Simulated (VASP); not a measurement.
Wanted: the native input for a VASP 6.6.1 run.

```yaml
Task: single point
Functional: PBE
Potentials_or_basis: VASP PAW PBE potentials, release 64 (B, Bi_d)
Cutoff: 520 eV
k_mesh: 8 × 8 × 8
Occupations: gaussian, width 0.1 eV
Spin: no spin polarisation
Dipole_correction: no
Further_INCAR_settings: ALGO = Normal; EDIFF = 1e-06; NBANDS = 38
```

The structure of BiB12 lies in POSCAR:

```
BiB12
1.0
    0.0000000000      3.8034133494      3.8034133494
    3.8034133494      0.0000000000      3.8034133494
    3.8034133494      3.8034133494      0.0000000000
B Bi
12 1
Direct
    0.8377955888      0.1622044112      0.5000000000
    0.1622044112      0.8377955888      0.5000000000
    0.5000000000      0.8377955888      0.1622044112
    0.1622044112      0.5000000000      0.5000000000
    0.5000000000      0.5000000000      0.8377955888
    0.5000000000      0.5000000000      0.1622044112
    0.5000000000      0.8377955888      0.5000000000
    0.1622044112      0.5000000000      0.8377955888
    0.8377955888      0.5000000000      0.5000000000
    0.5000000000      0.1622044112      0.5000000000
    0.8377955888      0.5000000000      0.1622044112
    0.5000000000      0.1622044112      0.8377955888
    0.0000000000      0.0000000000      0.0000000000
```

One way to write it, as run:

INCAR

```
  PREC = Accurate
  ENCUT = 520
  EDIFF = 1E-6
  ISMEAR = 0
  SIGMA = 0.1
  LREAL = F
  LASPH = T
  NELM = 100
  ALGO = Normal
  ISIF = 2
  LWAVE = F
  LCHARG = T
  GGA = PE
  LELF = T
  LVHAR = T
  NBANDS = 38
```

KPOINTS

```
Automatic mesh
0
Gamma
  8 8 8
```

Potentials or basis: VASP PAW PBE potentials, release 64 (B, Bi_d).

Command:

```sh
$ cat potpaw_PBE.64/B/POTCAR potpaw_PBE.64/Bi_d/POTCAR > POTCAR
$ mpirun -np 1 vasp_std > vasp.out
```

It gave:

```
Pressure : 0.0 GPa
```

It took 2.8 min on 1 thread of Intel(R) Xeon(R) Platinum 8259CL CPU @ 2.50GHz (Skylake/Cascade Lake), on a shared host, peak memory 0.29 GiB.
